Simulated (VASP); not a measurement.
# SrTe: single point with HSE06

The system is SrTe.

```xyz
2
Lattice="0.0000 3.4198 3.4198 3.4198 0.0000 3.4198 3.4198 3.4198 0.0000" Properties=species:S:1:pos:R:3 pbc="T T T"
Sr    0.0000    0.0000    0.0000
Te    3.4198    3.4198    3.4198
```

This cell differs from its parent crystal: strain +2.0%.

- Program: VASP 6.6.1
- Task: single point
- Functional: HSE06
- Potentials or basis: VASP PAW PBE potentials, release 64 (Sr_sv, Te)
- Cutoff: 400 eV
- k mesh: 4 × 4 × 4
- Occupations: gaussian, width 0.01 eV
- Spin: no spin polarisation
- Dipole correction: no
- Grid for exact exchange (PRECFOCK): Normal
- Further INCAR settings: ALGO = Normal; EDIFF = 1e-06; NBANDS = 15
- Share of exact exchange: 0.25
- Screening parameter: 0.2079 1/Å

```
Pressure               : -1.9 GPa
Band gap on the k mesh : 2.63 eV (least direct gap 3.26 eV)
```

Levels at points of the mesh, in eV from the valence-band top:
```csv
k point,band 6,band 7,band 8,band 9,band 10,band 11
"(0.00, 0.00, 0.00)",0.00,0.00,0.00,3.26,4.23,4.23
"(0.50, 0.00, 0.00)",-2.78,-1.00,-1.00,4.50,6.09,6.34
"(0.50, 0.50, 0.00)",-2.02,-0.76,-0.76,2.63,4.46,5.76
```

It took 4.4 min on 1 thread of Intel(R) Xeon(R) Platinum 8488C (Sapphire Rapids), on a shared host, peak memory 0.28 GiB.

Caveat: the cell differs from its parent crystal (strain +2.0%); the PAW data sets were made with another functional, which shifts forces and pressure a little; spin-orbit coupling is left out, which moves the levels of the heavy elements. A k mesh can miss the band edges.
